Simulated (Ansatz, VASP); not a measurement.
## BaF2 in VASP and in Ansatz

```
Ba F
1.0
     0.00000    3.11035    3.11035
     3.11035    0.00000    3.11035
     3.11035    3.11035    0.00000
Ba F
1 2
Direct
  0.00000 0.00000 0.00000
  0.25000 0.25000 0.25000
  0.75000 0.75000 0.75000
```

Change from the starting cell: volume scaled by 1.01, crystal datasets.

Alike in both runs: task electric field gradients; functional LDA; k mesh 8 × 8 × 8; occupations fermi-dirac, width 0.01 eV; no spin polarisation.

```csv
,VASP,Ansatz
version,VASP 6.6.1,Ansatz 0.2.0
potentials or method,"VASP PAW LDA potentials, release 64 (Ba_sv, F), cutoff 520 eV","all-electron PAW with datasets made for the crystal, scalar-relativistic"
```

Ansatz gave:

| Quantity | Value |
| --- | --- |
| gap on the k mesh at the Fermi level (eV) | 6.40 |
| pressure (GPa) | -5.0 |

Q: What did VASP give for the same quantities?

A: gap on the k mesh at the Fermi level (eV): 6.35; pressure (GPa): -3.9.

LDA's correlation is that of Perdew and Zunger in VASP and of Perdew and Wang (1992) in Ansatz. Ansatz ran all-electron here, and VASP with PAW potentials.

Spin-orbit coupling is off throughout.
